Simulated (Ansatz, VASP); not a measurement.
MnS: VASP beside Ansatz

```
Mn S
1.0
     0.00000    2.47346    2.47346
     2.47346    0.00000    2.47346
     2.47346    2.47346    0.00000
Mn S
1 1
Direct
  0.00000 0.00000 0.00000
  0.75000 0.75000 0.75000
```

Alike in both runs: task single point; functional PBEsol; k mesh 8 × 8 × 8; occupations fermi-dirac, width 0.05 eV; collinear spin; fixed moment 4 μB.

|  | VASP | Ansatz |
| --- | --- | --- |
| version | VASP 6.6.1 | Ansatz 0.2.0 |
| potentials or method | VASP PAW PBE potentials, release 64 (Mn_sv, S) | Ansatz PAW |
| plane-wave cutoff (eV) | 680 | 420 |
| valence electrons in the cell | 21 | 21 |

|  | VASP | Ansatz | Ansatz less VASP |
| --- | --- | --- | --- |
| net moment per atom (μB) | 2.00 | 2.00 | 0.000 |
| size of the moment on the site where the two differ most (μB) | 3.33 | 3.18 | -0.149 |

VASP's potentials were made for PBE, not for PBEsol. Site moments also hang on the region over which each program counts them.
